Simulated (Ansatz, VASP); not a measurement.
Two plane-wave programs on LaY4F

File INCAR:

```
SYSTEM = LaY4F
PREC = Accurate
ENCUT = 520
EDIFF = 1E-6
ISMEAR = 0
SIGMA = 0.1
LREAL = .FALSE.
LASPH = .TRUE.
NELM = 60
ALGO = Normal
ISIF = 2
LWAVE = .FALSE.
LCHARG = .TRUE.
GGA = PE
LELF = .TRUE.
LVHAR = .TRUE.
NBANDS = 40
```

KPOINTS

```
regular mesh
0
G
  6 6 8
  0 0 0
```

The input POSCAR:

```
LaY4F
1.0
    6.7936441530      0.0000000000      0.0000000000
    0.0000000000      6.7936441530      0.0000000000
    0.0000000000      0.0000000000      4.9765350929
La Y F
1 4 1
Direct
    0.5000000000      0.5000000000      0.5000000000
    0.2418640704      0.2418640704      0.0000000000
    0.7581359296      0.7581359296      0.0000000000
    0.7581359296      0.2418640704      0.0000000000
    0.2418640704      0.7581359296      0.0000000000
    0.5000000000      0.5000000000      0.0000000000
```

Input for Ansatz:

```yaml
crystal:
  lattice:
    - [6.793644153, 0.0, 0.0]
    - [0.0, 6.793644153, 0.0]
    - [0.0, 0.0, 4.9765350929]
  atoms:
    - { symbol: La, position: [0.5, 0.5, 0.5] }
    - { symbol: "Y", position: [0.2418640704, 0.2418640704, 0.0] }
    - { symbol: "Y", position: [0.7581359296, 0.7581359296, 0.0] }
    - { symbol: "Y", position: [0.7581359296, 0.2418640704, 0.0] }
    - { symbol: "Y", position: [0.2418640704, 0.7581359296, 0.0] }
    - { symbol: F, position: [0.5, 0.5, 0.0] }
basis:
  ecutwfc: 420
kpoints:
  mp_grid: { grid: [6, 6, 8] }
  band_path:
    path:
      - [[0.0, 0.0, 0.0], [0.0, 0.5, 0.0], [0.5, 0.5, 0.0], [0.0, 0.0, 0.0], [0.0, 0.0, 0.5], [0.0, 0.5, 0.5], [0.5, 0.5, 0.5], [0.0, 0.0, 0.5]]
      - [[0.0, 0.5, 0.0], [0.0, 0.5, 0.5]]
      - [[0.5, 0.5, 0.0], [0.5, 0.5, 0.5]]
    npoints: 14
hamiltonian:
  xc: pbe
scf:
  occupations: { method: gaussian, width: 0.1 }
  n_extra_bands: 15
output:
  forces: true
  stress: true
  eigenvalues: true
  populations: true
  dos: { projected: true, de: 0.02, nscf_kmesh: { grid: [8, 8, 10] } }
  bader: true
  write_density: true
  write_potential: true
  elf: true
  volumetric_format: npy
```

Alike in both runs: task single point; functional PBE; k mesh 6 × 6 × 8; occupations gaussian, width 0.1 eV; no spin polarisation.

```csv
,VASP,Ansatz
version,VASP 6.6.1,Ansatz 0.2.0
potentials or method,"VASP PAW PBE potentials, release 64 (La, Y_sv, F), cutoff 520 eV","scalar-relativistic, plane waves, PAW"
valence electrons in the cell,62,62
```

```tsv
	VASP	Ansatz	Ansatz less VASP
gap on the k mesh at the Fermi level (eV)	none	none	-
pressure (GPa)	0.0	0.0	+0.04
```

A gap of «none» marks a metal or a gap that the smearing closes.

Spin-orbit coupling is off throughout.
